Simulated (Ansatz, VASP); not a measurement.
**Two plane-wave programs on SiC**

```xyz
4
Lattice="3.0753 0.0000 0.0000 -1.5376 2.6633 0.0000 0.0000 0.0000 4.8464" Properties=species:S:1:pos:R:3 pbc="T T T"
Si    0.0000    1.7755    2.4088
Si    1.5376    0.8878    4.8320
C     0.0000    1.7755    4.2550
C     1.5376    0.8878    1.8318
```

Change from the starting cell: strain along c alone, the other axes held, atoms relaxed: -4.0 %.

Alike in both runs: functional r2SCAN; k mesh 12 × 12 × 6; occupations gaussian, width 0.02 eV; no spin polarisation.

Ansatz relaxed the structure, and its values are those at the end. VASP's run is a single point on that final structure, the one shown.

```csv
,VASP,Ansatz
version,VASP 6.6.1,Ansatz 0.2.0
potentials or method,"VASP PAW PBE potentials, release 64 (Si, C), cutoff 520 eV","scalar-relativistic, plane waves, PAW"
valence electrons in the cell,16,16
```

VASP gave:

```
gap on the k mesh at the Fermi level (eV) : 2.63
least direct gap on the mesh (eV)         : 4.22
pressure (GPa)                            : 9.8
rms of the force components (eV/Å)        : 0.001
```

Estimate Ansatz's values.

gap on the k mesh at the Fermi level (eV): 2.62; least direct gap on the mesh (eV): 4.22; pressure (GPa): 10.0; rms of the force components (eV/Å): 0.003.

VASP's potentials were made for PBE, not for r2SCAN. Ansatz's warnings: stress scf threshold loose.
